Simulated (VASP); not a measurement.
Here is a VASP 6.6.1 calculation.

The input INCAR:

```
ALGO     = Normal         # electronic algorithm
EDIFF    = 1E-7           # SCF threshold, eV
EDIFFG   = -0.08          # ionic threshold
ENCUT    = 600            # plane-wave cutoff, eV
GGA      = PE             # functional
GGA_COMPAT= False        
IBRION   = 2              # ionic algorithm
ISIF     = 3              # what is computed and relaxed
ISMEAR   = 0              # smearing method
LASPH    = True           # aspherical terms in the spheres
LCHARG   = False          # write CHGCAR
LREAL    = False          # projectors in reciprocal space
LWAVE    = False          # write WAVECAR
NELM     = 120            # most SCF steps
NELMIN   = 4            
NSW      = 36             # ionic steps
PREC     = Accurate       # precision mode
SIGMA    = 0.2            # smearing width, eV
```

Contents of KPOINTS:

```
k-points
0
Gamma
  4 4 4
```

The input POSCAR:

```
Cu5Mo
1.0
    0.0000000000      3.3900000000      3.3900000000
    3.3900000000      0.0000000000      3.3900000000
    3.3900000000      3.3900000000      0.0000000000
Cu Mo
5 1
Direct
    0.6250000000      0.6250000000      0.1250000000
    0.1250000000      0.6250000000      0.6250000000
    0.6250000000      0.1250000000      0.6250000000
    0.6250000000      0.6250000000      0.6250000000
    0.2500000000      0.2500000000      0.2500000000
    0.0000000000      0.0000000000      0.0000000000
```

Potentials or basis: VASP PAW PBE potentials, release 64 (Cu, Mo_sv).

Run with:

```bash
$ cat potpaw_PBE.64/Cu/POTCAR potpaw_PBE.64/Mo_sv/POTCAR > POTCAR
$ mpirun -np 1 vasp_std > vasp.out
```

(1) Predict the band gap on the k mesh.

(2) What does it give for the space group after relaxing (to 0.1 Å)?

## Answers

(1) zero (an odd number of electrons rules out a gap without spin polarisation).

(2) F-43m (No. 216).

Caveat: the k points lie up to 0.40 Å⁻¹ apart in the final cell, too coarse for converged energies and pressures of a metal.
